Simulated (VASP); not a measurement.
# AlO3 in VASP: notebook, part 2 of 2

VASP 6.6.1.

## 3. Relaxation of cell and atoms, PBE

This run uses another cell than the first one: it holds 4 atoms, not 8.

Contents of INCAR:

```
PREC     = Accurate       # precision mode
ENCUT    = 600            # plane-wave cutoff, eV
EDIFF    = 1E-6           # SCF threshold, eV
ISMEAR   = 0              # smearing method
SIGMA    = 0.1            # smearing width, eV
LREAL    = F              # projectors in reciprocal space
LASPH    = T              # aspherical terms in the spheres
NELM     = 80             # most SCF steps
ALGO     = Normal         # electronic algorithm
ISIF     = 3              # what is computed and relaxed
LWAVE    = F              # write WAVECAR
LCHARG   = F              # write CHGCAR
GGA      = PE             # functional
IBRION   = 2              # ionic algorithm
NSW      = 90             # ionic steps
EDIFFG   = -0.04          # ionic threshold
```

Contents of KPOINTS:

```
regular mesh
0
Gamma
  6 6 6
```

Contents of POSCAR:

```
AlO3
1.0
    2.8480883464      1.6443445735      1.6551972129
   -2.8480883464      1.6443445735      1.6551972129
    0.0000000000     -3.2886891470      1.6551972129
Al O
1 3
Direct
    0.0000000000      0.0000000000      0.0000000000
    0.5000000000      0.0000000000      0.0000000000
    0.0000000000      0.5000000000      0.0000000000
    0.0000000000      0.0000000000      0.5000000000
```

Potentials or basis: VASP PAW PBE potentials, release 64 (Al, O).

Launch:

```bash
cat potpaw_PBE.64/Al/POTCAR potpaw_PBE.64/O/POTCAR > POTCAR
mpirun -np 1 vasp_std > vasp.out
```

OUTCAR:

```text
PREC = Accurate
   ENCUT = 600
   EDIFF = 1E-6
   ISMEAR = 0
   LREAL = F
   LASPH = T
   NELM = 80
   ISIF = 3
   GGA = PE
   IBRION = 2
   NSW = 90
   EDIFFG = -0.04

 ion  position               nearest neighbor table
   1  0.000  0.000  0.000-   2 1.84   3 1.84   3 1.84   2 1.84   4 1.84   4 1.84
   2  0.500  0.000  0.000-   1 1.84   1 1.84
   3  0.000  0.500  0.000-   1 1.84   1 1.84
   4  0.000  0.000  0.500-   1 1.84   1 1.84

  LATTYP: Found a trigonal (rhomboedric) cell.
 ALAT       =     3.6817324888
 COS(alpha) =    -0.1968299523

  Lattice vectors:

 A1 = (   2.8480883464,   1.6443445735,   1.6551972129)
 A2 = (  -2.8480883464,   1.6443445735,   1.6551972129)
 A3 = (   0.0000000000,  -3.2886891470,   1.6551972129)

Analysis of symmetry for initial positions (statically):
=====================================================================
 Subroutine PRICEL returns:
 Original cell was already a primitive cell.

 Routine SETGRP: Setting up the symmetry group for a
 trigonal (rhombohedral) supercell.

 Subroutine GETGRP returns: Found 12 space group operations
 (whereof 12 operations were pure point group operations)
 out of a pool of 12 trial point group operations.

The static configuration has the point symmetry D_3d.

Analysis of symmetry for dynamics (positions and initial velocities):
=====================================================================
 Subroutine PRICEL returns:
 Original cell was already a primitive cell.

 Routine SETGRP: Setting up the symmetry group for a
 trigonal (rhombohedral) supercell.

 Subroutine GETGRP returns: Found 12 space group operations
 (whereof 12 operations were pure point group operations)
 out of a pool of 12 trial point group operations.

The dynamic configuration has the point symmetry D_3d.

 Subroutine INISYM returns: Found 12 space group operations
 (whereof 12 operations are pure point group operations),
 and found     1 'primitive' translations

----------------------------------------------------------------------------------------

                                     Primitive cell

  volume of cell :      46.5101

  direct lattice vectors                    reciprocal lattice vectors
     2.848088346  1.644344573  1.655197213     0.175556352  0.101357507  0.201385872
    -2.848088346  1.644344573  1.655197213    -0.175556352  0.101357507  0.201385872
     0.000000000 -3.288689147  1.655197213     0.000000000 -0.202715014  0.201385872

  length of vectors
     3.681732489  3.681732489  3.681732489     0.285744022  0.285744022  0.285744022

  position of ions in fractional coordinates (direct lattice)
     0.000000000  0.000000000  0.000000000
     0.500000000  0.000000000  0.000000000
     0.000000000  0.500000000  0.000000000
     0.000000000  0.000000000  0.500000000

  ion indices of the primitive-cell ions
   primitive index   ion index
                 1           1
                 2           2
                 3           3
                 4           4

----------------------------------------------------------------------------------------

 KPOINTS: regular mesh

[... 54 lines left out ...]
   ions per type =               1   3
   NGX,Y,Z   is equivalent  to a cutoff of  13.55, 13.55, 13.55 a.u.
   NGXF,Y,Z  is equivalent  to a cutoff of  27.09, 27.09, 27.09 a.u.
 SYSTEM =  unknown system
   PREC   = accura    normal or accurate (medium, high low for compatibility)
   ISTART =      0    job   : 0-new  1-cont  2-samecut
   ICHARG =      2    charge: 1-file 2-atom 10-const
   ISPIN  =      1    spin polarized calculation?
   LNONCOLLINEAR =      F non collinear calculations
   LSORBIT =      F    spin-orbit coupling
   LASPH  =      T    aspherical Exc in radial PAW
   ENCUT  =  600.0 eV  44.10 Ry    6.64 a.u.   7.35  7.35  7.35*2*pi/ulx,y,z
   NELM   =     80;   NELMIN=  2; NELMDL= -5     # of ELM steps
   EDIFF  = 0.1E-05   stopping-criterion for ELM
   LREAL  =      F    real-space projection
   EDIFFG = -.4E-01   stopping-criterion for IOM
   NSW    =     90    number of steps for IOM
   IBRION =      2    ionic relax: 0-MD 1-quasi-New 2-CG
   NFREE  =      1    steps in history (QN), initial steepest desc. (CG)
   ISIF   =      3    stress and relaxation
   ISYM   =      2    0-nonsym 1-usesym 2-fastsym
   POTIM  = 0.5000    time-step for ionic-motion
   TEBEG  =    0.0;   TEEND  =   0.0 temperature during run
   PSTRESS=    0.0 pullay stress
   NELECT =      21.0000    total number of electrons
   NUPDOWN=      -1.0000    fix difference up-down
   EMIN   =  10.00;   EMAX   =-10.00  energy-range for DOS
   EFERMI =   0.00;   METHOD = LEGACY
   ISMEAR =     0;   SIGMA  =   0.10  broadening in eV -4-tet -1-fermi 0-gaus
   EFERMI_NEDOS =   21; number of points for ismear=-14 and -15
   IALGO  =     38    algorithm
   IMIX   =      4    mixing-type and parameters
     AMIX     =   0.40;   BMIX     =  1.00
     AMIX_MAG =   1.60;   BMIX_MAG =  1.00
  volume/ion in A,a.u.               =      11.63        78.47
  Fermi-wavevector in a.u.,A,eV,Ry     =   1.255930  2.373364 21.461295  1.577361
  Thomas-Fermi vector in A             =   2.389663
   LORBIT       =      0    0 simple, 1 ext, 2 COOP (PROOUT), +10 PAW based schemes
   GGA     = PE    functional components
   LHFCALC =     F    Hartree Fock is set to
   AEXX    =    0.0000 exact exchange contribution
   IVDW    =     0    specifies the selected vdW correction
   LEPSILON=     F    determine dielectric tensor
   LRPA    =     F    only Hartree local field effects (RPA)
 conjugate gradient relaxation of ions
 non-spin polarized calculation
 Gauss-broadening in eV      SIGMA  =   0.10
  energy-cutoff  :      600.00
  volume of cell :       46.51
 maximum number of plane-waves:      1570
 NGX is ok and might be reduce to    30

--------------------------------------- Ionic step        1  -------------------------------------------

 number of electron      21.0000015 magnetization

 Free energy of the ion-electron system (eV)
  ---------------------------------------------------
  ext. energy  EPLUGINS =         0.00000000
  ---------------------------------------------------
  free energy    TOTEN  =       -22.85478915 eV

  energy without entropy =      -22.85046302  energy(sigma->0) =      -22.85262608

------------------------ aborting loop because EDIFF is reached ----------------------------------------

  FORCE on cell =-STRESS in cart. coord.  units (eV):
  Direction    XX          YY          ZZ          XY          YZ          ZX
  --------------------------------------------------------------------------------------
  -------------------------------------------------------------------------------------
  Total        0.1010892      0.1010892     -1.2199895      0.0000000     -0.0000000      0.0000000
  in kB        3.4823134      3.4823134    -42.0261301      0.0000000     -0.0000000      0.0000000
  external PRESSURE =     -11.6871678 kB  Pullay stress =       0.0000000 kB
[... 177 lines left out ...]
--------------------------------------- Ionic step        6  -------------------------------------------

 number of electron      20.9999986 magnetization

 Free energy of the ion-electron system (eV)
  ---------------------------------------------------
  ext. energy  EPLUGINS =         0.00000000
  ---------------------------------------------------
  free energy    TOTEN  =       -22.89434380 eV

  energy without entropy =      -22.89295705  energy(sigma->0) =      -22.89365042

 E-fermi :   1.5740     XC(G=0):  -9.7919

 val. band max:        1.4727955863   @ k =   0.5000   0.1667   0.1667
 cond. band min:       1.6738838541   @ k =   0.1667   0.0000  -0.0000
 fundamental gap:      0.2010882678
 Fermi energy:         1.5740256187

 k-point     1 :       0.0000    0.0000    0.0000
  band No.  band energies     occupation
      1     -17.7869      2.00000
      2     -14.6290      2.00000
      3     -14.6290      2.00000
      4      -4.2255      2.00000
      5      -4.2255      2.00000
      6      -2.1133      2.00000
      7      -1.2115      2.00000
      8      -0.1177      2.00000
      9      -0.1177      2.00000
     10       2.1001      0.00000
     11       2.4267      0.00000
     12       2.4267      0.00000
     13       8.0430      0.00000
     14      11.7578      0.00000
[... 377 lines left out ...]
      1     -16.5234      2.00000
      2     -16.0234      2.00000
      3     -14.5631      2.00000
      4      -5.2488      2.00000
      5      -2.6197      2.00000
      6      -2.1272      2.00000
      7      -1.6638      2.00000
      8      -0.8075      2.00000
      9      -0.3557      2.00000
     10       1.1203      2.00000
     11       1.9479      0.00000
     12       2.1404      0.00000
     13      11.2341      0.00000
     14      13.2061      0.00000

 [... further k-points ...]
[... 5 lines left out ...]
  --------------------------------------------------------------------------------------
  -------------------------------------------------------------------------------------
  Total        0.0091691      0.0091691      0.0215584      0.0000000     -0.0000000      0.0000000
  in kB        0.3269218      0.3269218      0.7686610      0.0000000     -0.0000000      0.0000000
  external PRESSURE =       0.4741682 kB  Pullay stress =       0.0000000 kB
[... 19 lines left out ...]
  FREE ENERGIE OF THE ION-ELECTRON SYSTEM (eV)
  ---------------------------------------------------
  free  energy   TOTEN  =       -22.8943437955 eV

  energy  without entropy=      -22.8929570540  energy(sigma->0) =      -22.89365042

 reached required accuracy - stopping structural energy minimisation
```

Wall time 53 s (1 thread of Intel Xeon Platinum 8488C (Sapphire Rapids), shared host); peak memory 0.16 GiB.

Results:

```
Free energy                            : -22.8943 eV
Relaxed volume                         : 11.23 Å³/atom
Relaxed cell                           : a = 3.680 Å, b = 3.680 Å, c = 3.680 Å, α = 103.45°, β = 103.45°, γ = 103.45°
Space group after relaxing (to 0.05 Å) : R-3m (No. 166)
Energy gained by relaxing              : 9.9 meV/atom
Ionic steps                            : 6
Pressure after relaxing                : 0.0 GPa
```

Step by step:
```csv
step,energy change (eV),largest force (eV/Å),pressure (GPa),volume (Å³)
1,0.0000,0.0000,-1.17,46.51
2,-0.0157,0.0000,-0.20,45.94
3,-0.0305,0.0000,1.69,44.90
4,-0.0314,0.0000,2.36,44.56
5,-0.0391,0.0000,0.57,44.85
6,-0.0396,0.0000,0.05,44.94
```

Final structure:
```
Al O
1.0
     2.88908    1.66801    1.55412
    -2.88908    1.66801    1.55412
     0.00000   -3.33602    1.55412
Al O
1 3
Direct
  0.00000 0.00000 0.00000
  0.50000 0.00000 0.00000
  0.00000 0.50000 0.00000
  0.00000 0.00000 0.50000
```

Caveat: an odd number of electrons without spin polarisation forces a metal; a magnetic or distorted state may lie lower.
